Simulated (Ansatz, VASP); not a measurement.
## Two plane-wave programs on Pt

```
CELL_PARAMETERS angstrom
2.75330 0.00000 0.00000
-1.37665 2.38443 0.00000
1.37665 0.79481 2.24806
ATOMIC_POSITIONS crystal
Pt 0.00000 0.00000 0.00000
```

Alike in both runs: task single point; functional LDA; k mesh 15 × 15 × 15; occupations gaussian, width 0.1 eV; no spin polarisation.

|  | VASP | Ansatz |
| --- | --- | --- |
| version | VASP 6.6.1 | Ansatz 0.2.0 |
| potentials or method | VASP PAW LDA potentials, release 64 (Pt), cutoff 520 eV | scalar-relativistic, plane waves, PAW |
| valence electrons in the cell | 10 | 18 |

```csv
,VASP,Ansatz,Ansatz less VASP
gap on the k mesh at the Fermi level (eV),none,none,-
pressure (GPa),0.8,0.0,-0.77
```

LDA's correlation is that of Perdew and Zunger in VASP and of Perdew and Wang (1992) in Ansatz. A gap of «none» marks a metal or a gap that the smearing closes. VASP's potentials hold 10 valence electrons a cell and Ansatz's 18, so a difference there can come from the potentials and not from the codes.

Neither program's run includes spin-orbit coupling.
